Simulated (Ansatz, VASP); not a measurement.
BN in VASP and in Ansatz

```
B N
1.0
     1.25112    0.72234    3.37293
    -1.25112    0.72234    3.37293
     0.00000   -1.44467    3.37293
B N
1 1
Cartesian
  0.0000 0.0000 10.1155
  0.0000 0.0000 3.3672
```

Alike in both runs: task single point; functional r2SCAN; k mesh 6 × 6 × 6; no spin polarisation.

|  | VASP | Ansatz |
| --- | --- | --- |
| version | VASP 6.6.1 | Ansatz 0.2.0 |
| potentials or method | VASP PAW PBE potentials, release 64 (B, N) | plane waves, PAW |
| plane-wave cutoff (eV) | 660 | 500 |
| occupations | gaussian, width 0.01 eV | fixed |
| valence electrons in the cell | 8 | 8 |

VASP gave:

```
gap on the k mesh at the Fermi level (eV) : 4.84
```

**Question.** Which values does Ansatz return?

**Answer.** gap on the k mesh at the Fermi level (eV): 4.80.

VASP's potentials were made for PBE, not for r2SCAN.

The k mesh is coarse, so the values compare programs but aren't converged.
